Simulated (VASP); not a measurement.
# SiC (rocksalt type) (Fm-3m) in VASP: relaxation of cell and atoms with PBE

Aim: the relaxation of cell and atoms of SiC (rocksalt type) with PBE.

Program: VASP 6.6.1. These are calculated values, not measurements. Logs are shortened: lines on timing, memory, paths and dates and some standing lists are left out, and cuts for length are marked.

## (1) The cell of the first run

Symmetry: Fm-3m, No. 225, cubic system. The conventional cell has a = 4.058 Å, b = 4.058 Å, c = 4.058 Å, α = 90.00°, β = 90.00°, γ = 90.00°. Si (site symmetry m-3m) has 6 C at 2.03 Å within 2.7 Å. C (site symmetry m-3m) has 6 Si at 2.03 Å within 2.7 Å.

## (2) Relaxation of cell and atoms, PBE, target pressure -0.18 GPa, at which the enthalpy is minimised

Contents of INCAR:

```
PREC     = Accurate       # precision mode
ENCUT    = 600            # plane-wave cutoff, eV
EDIFF    = 1E-7           # SCF threshold, eV
ISMEAR   = -1             # smearing method
SIGMA    = 0.08           # smearing width, eV
LREAL    = False          # projectors in reciprocal space
LASPH    = True           # aspherical terms in the spheres
NELM     = 60             # most SCF steps
ALGO     = Normal         # electronic algorithm
ISIF     = 3              # what is computed and relaxed
LWAVE    = False          # write WAVECAR
LCHARG   = False          # write CHGCAR
GGA      = PE             # functional
IBRION   = 2              # ionic algorithm
NSW      = 32             # ionic steps
EDIFFG   = -0.005         # ionic threshold
PSTRESS  = -1.7999999999999998
```

Contents of KPOINTS:

```
regular mesh
0
Gamma
  15 15 15
```

Contents of POSCAR:

```
SiC
1.0
    0.0000000000      2.0290302627      2.0290302627
    2.0290302627      0.0000000000      2.0290302627
    2.0290302627      2.0290302627      0.0000000000
Si C
1 1
Direct
    0.0000000000      0.0000000000      0.0000000000
    0.5000000000      0.5000000000      0.5000000000
```

Potentials or basis: VASP PAW PBE potentials, release 64 (Si, C).

The run is started by

```console
$ cat potpaw_PBE.64/Si/POTCAR potpaw_PBE.64/C/POTCAR > POTCAR
$ mpirun -np 1 vasp_std > vasp.out
```

OUTCAR:

```text
PREC = Accurate
   ENCUT = 600
   EDIFF = 1E-7
   ISMEAR = -1
   LREAL = False
   LASPH = True
   NELM = 60
   ISIF = 3
   GGA = PE
   IBRION = 2
   NSW = 32
   EDIFFG = -0.005
   PSTRESS = -1.7999999999999998

 ion  position               nearest neighbor table
   1  0.000  0.000  0.000-   2 2.03   2 2.03   2 2.03   2 2.03   2 2.03   2 2.03
   2  0.500  0.500  0.500-   1 2.03   1 2.03   1 2.03   1 2.03   1 2.03   1 2.03

  LATTYP: Found a face centered cubic cell.
 ALAT       =     4.0580605254

  Lattice vectors:

 A1 = (   0.0000000000,   2.0290302627,   2.0290302627)
 A2 = (   2.0290302627,   0.0000000000,   2.0290302627)
 A3 = (   2.0290302627,   2.0290302627,   0.0000000000)

Analysis of symmetry for initial positions (statically):
=====================================================================
 Subroutine PRICEL returns:
 Original cell was already a primitive cell.

 Routine SETGRP: Setting up the symmetry group for a
 face centered cubic supercell.

 Subroutine GETGRP returns: Found 48 space group operations
 (whereof 48 operations were pure point group operations)
 out of a pool of 48 trial point group operations.

The static configuration has the point symmetry O_h .

Analysis of symmetry for dynamics (positions and initial velocities):
=====================================================================
 Subroutine PRICEL returns:
 Original cell was already a primitive cell.

 Routine SETGRP: Setting up the symmetry group for a
 face centered cubic supercell.

 Subroutine GETGRP returns: Found 48 space group operations
 (whereof 48 operations were pure point group operations)
 out of a pool of 48 trial point group operations.

The dynamic configuration has the point symmetry O_h .

 Subroutine INISYM returns: Found 48 space group operations
 (whereof 48 operations are pure point group operations),
 and found     1 'primitive' translations

----------------------------------------------------------------------------------------

                                     Primitive cell

  volume of cell :      16.7069

  direct lattice vectors                    reciprocal lattice vectors
     0.000000000  2.029030263  2.029030263    -0.246423136  0.246423136  0.246423136
     2.029030263  0.000000000  2.029030263     0.246423136 -0.246423136  0.246423136
     2.029030263  2.029030263  0.000000000     0.246423136  0.246423136 -0.246423136

  length of vectors
     2.869482116  2.869482116  2.869482116     0.426817391  0.426817391  0.426817391

[... 82 lines left out ...]
   EDIFFG = -.5E-02   stopping-criterion for IOM
   NSW    =     32    number of steps for IOM
   IBRION =      2    ionic relax: 0-MD 1-quasi-New 2-CG
   NFREE  =      1    steps in history (QN), initial steepest desc. (CG)
   ISIF   =      3    stress and relaxation
   ISYM   =      2    0-nonsym 1-usesym 2-fastsym
   POTIM  = 0.5000    time-step for ionic-motion
   TEBEG  =    0.0;   TEEND  =   0.0 temperature during run
   PSTRESS=   -1.8 pullay stress
   NELECT =       8.0000    total number of electrons
   NUPDOWN=      -1.0000    fix difference up-down
   EMIN   =  10.00;   EMAX   =-10.00  energy-range for DOS
   EFERMI =   0.00;   METHOD = LEGACY
   ISMEAR =    -1;   SIGMA  =   0.08  broadening in eV -4-tet -1-fermi 0-gaus
   EFERMI_NEDOS =   21; number of points for ismear=-14 and -15
   IALGO  =     38    algorithm
   IMIX   =      4    mixing-type and parameters
     AMIX     =   0.40;   BMIX     =  1.00
     AMIX_MAG =   1.60;   BMIX_MAG =  1.00
  volume/ion in A,a.u.               =       8.35        56.37
  Fermi-wavevector in a.u.,A,eV,Ry     =   1.280775  2.420315 22.318801  1.640386
  Thomas-Fermi vector in A             =   2.413184
   LORBIT       =      0    0 simple, 1 ext, 2 COOP (PROOUT), +10 PAW based schemes
   GGA     = PE    functional components
   LHFCALC =     F    Hartree Fock is set to
   AEXX    =    0.0000 exact exchange contribution
   IVDW    =     0    specifies the selected vdW correction
   LEPSILON=     F    determine dielectric tensor
   LRPA    =     F    only Hartree local field effects (RPA)
 conjugate gradient relaxation of ions
 non-spin polarized calculation
  energy-cutoff  :      600.00
  volume of cell :       16.71
 maximum number of plane-waves:       568
   NGX = 11   NGY = 11   NGZ = 11

 number of electron       8.0000000 magnetization

 Free energy of the ion-electron system (eV)
  ---------------------------------------------------
  ext. energy  EPLUGINS =         0.00000000
  ---------------------------------------------------
  free energy    TOTEN  =       -13.58020756 eV

  energy without entropy =      -13.57442385  energy(sigma->0) =      -13.57731570

 E-fermi :  12.2566     XC(G=0): -12.6659

 val. band max:       12.2276980799   @ k =   0.0667   0.0000   0.0000
 cond. band min:      12.2874833998   @ k =  -0.4667   0.4667   0.0667
 fundamental gap:      0.0597853200
 Fermi energy:        12.2565729037

 k-point     1 :       0.0000    0.0000    0.0000
  band No.  band energies     occupation
      1      -6.0938      2.00000
      2      12.2947      0.76584
      3      12.2947      0.76584
      4      12.2947      0.76584
      5      19.6412      0.00000
      6      21.2354      0.00000
      7      21.2354      0.00000
      8      21.2354      0.00000
[... 243 lines left out ...]
 k-point    24 :       0.2000    0.1333    0.0000
  band No.  band energies     occupation
      1      -5.1299      2.00000
      2       9.6569      2.00000
      3      10.7754      2.00000
      4      11.2726      1.99999
      5      17.9659      0.00000
      6      18.8484      0.00000
      7      21.5021      0.00000
      8      22.9461      0.00000

 [... further k-points ...]
[... 5 lines left out ...]
  --------------------------------------------------------------------------------------
  -------------------------------------------------------------------------------------
  Total       -0.0178690     -0.0178690     -0.0178690      0.0000000     -0.0000000     -0.0000000
  in kB       -1.7136230     -1.7136230     -1.7136230      0.0000000     -0.0000000     -0.0000000
  external PRESSURE =       0.0863770 kB  Pullay stress =      -1.8000000 kB

 VOLUME and BASIS-vectors are now :
 -----------------------------------------------------------------------------
  energy-cutoff  :      600.00
  volume of cell :       16.71
      direct lattice vectors                 reciprocal lattice vectors
     0.000000000  2.029030263  2.029030263    -0.246423136  0.246423136  0.246423136
     2.029030263  0.000000000  2.029030263     0.246423136 -0.246423136  0.246423136
     2.029030263  2.029030263  0.000000000     0.246423136  0.246423136 -0.246423136

 POSITION                                       TOTAL-FORCE (eV/Angst)
 -----------------------------------------------------------------------------------
      0.00000      0.00000      0.00000        -0.000000      0.000000     -0.000000
      2.02903      2.02903      2.02903         0.000000     -0.000000      0.000000
 -----------------------------------------------------------------------------------
    total drift:                               -0.000000     -0.000000      0.000000

  FREE ENERGIE OF THE ION-ELECTRON SYSTEM (eV)
  ---------------------------------------------------
  free  energy   TOTEN  =       -13.5802075611 eV

  energy  without entropy=      -13.5744238479  energy(sigma->0) =      -13.57731570

  enthalpy is  TOTEN    =       -13.5989772680 eV   P V=       -0.0187697069

 reached required accuracy - stopping structural energy minimisation
```

OSZICAR:

```text
N       E                     dE             d eps       ncg     rms          rms(c)
DAV:   1     0.460347307437E+01    0.46035E+01   -0.45551E+03  2032   0.968E+02
DAV:   2    -0.146845880615E+02   -0.19288E+02   -0.17678E+02  2744   0.106E+02
DAV:   3    -0.149745381495E+02   -0.28995E+00   -0.28976E+00  2312   0.153E+01
DAV:   4    -0.149750886532E+02   -0.55050E-03   -0.55050E-03  3120   0.693E-01
DAV:   5    -0.149750889352E+02   -0.28200E-06   -0.28096E-06  2320   0.938E-03    0.812E+00
DAV:   6    -0.136011897392E+02    0.13739E+01   -0.57159E+00  2024   0.137E+01    0.347E+00
DAV:   7    -0.135797170842E+02    0.21473E-01   -0.29871E-01  3384   0.393E+00    0.140E+00
DAV:   8    -0.135798998969E+02   -0.18281E-03   -0.42742E-03  1976   0.677E-01    0.367E-01
DAV:   9    -0.135801872481E+02   -0.28735E-03   -0.76830E-04  2848   0.284E-01    0.123E-01
DAV:  10    -0.135802093742E+02   -0.22126E-04   -0.46603E-05  3000   0.583E-02    0.131E-02
DAV:  11    -0.135802077514E+02    0.16229E-05   -0.17552E-05  2616   0.252E-02    0.231E-03
DAV:  12    -0.135802075670E+02    0.18432E-06   -0.29434E-07  2272   0.540E-03    0.978E-04
DAV:  13    -0.135802075611E+02    0.59460E-08   -0.41910E-09  1344   0.633E-04
   1 F= -.13598977E+02 E0= -.13596085E+02  d E =-.135990E+02
```

Run time: 6.3 s. Hardware: 1 thread of Intel Xeon 6975P-C (Granite Rapids), shared host; peak memory 0.14 GiB.

Results:

```yaml
Free_energy: -13.5802 eV
Pressure_after_relaxing: -0.2 GPa
Band_gap_on_the_k_mesh: zero (band 4 reaches 12.35 eV, above the bottom of band 5 at 11.36 eV)
```

Final structure:
```
CELL_PARAMETERS angstrom
0.00000 2.02903 2.02903
2.02903 0.00000 2.02903
2.02903 2.02903 0.00000
ATOMIC_POSITIONS crystal
Si 0.00000 0.00000 0.00000
C 0.50000 0.50000 0.50000
```

Caveat: the relaxation stopped at its first step, so nothing moved; the cell is relaxed towards a set pressure, so the enthalpy falls and the energy may rise.
